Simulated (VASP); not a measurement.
Here is a VASP 6.6.1 calculation.

The input INCAR:

```
SYSTEM = C
PREC     = Accurate       ! precision mode
ENCUT    = 520            ! plane-wave cutoff, eV
EDIFF    = 1E-6           ! SCF threshold, eV
ISMEAR   = 0              ! smearing method
SIGMA    = 0.15           ! smearing width, eV
LREAL    = .FALSE.        ! projectors in reciprocal space
LASPH    = .TRUE.         ! aspherical terms in the spheres
NELM     = 60             ! most SCF steps
ALGO     = Normal         ! electronic algorithm
ISIF     = 2              ! what is computed and relaxed
LWAVE    = .FALSE.        ! write WAVECAR
LCHARG   = .FALSE.        ! write CHGCAR
GGA      = PS             ! functional
IVDW     = 12             ! dispersion correction
NBANDS   = 11             ! bands
```

KPOINTS

```
Automatic mesh
0
G
  21 21 12
  0 0 0
```

Contents of POSCAR:

```
C
1.0
    2.4780568104      0.0000000000      0.0000000000
   -1.2390284052      2.1460601498      0.0000000000
    0.0000000000      0.0000000000      3.5587769439
C
2
Direct
    0.3286349562      0.6572699123      0.0000000000
    0.6713650438      0.3427300877      0.0000000000
```

Potentials or basis: VASP PAW PBE potentials, release 64 (C).

Launch:

```console
$ cat potpaw_PBE.64/C/POTCAR > POTCAR
$ mpirun -np 1 vasp_std > vasp.out
```

Question: Predict the dispersion energy per atom.

Answer: -0.103 eV.

Question: What does it give for the largest force?

Answer: 2.001 eV/Å.

Forces on the atoms (eV/Å):
```
C    0.000  2.001  0.000
C    0.000 -2.001  0.000
```

Caveat: the cell differs from its parent crystal (atoms displaced along a vibrational mode, the cell strained); the PAW data sets were made with another functional, which shifts forces and pressure a little.
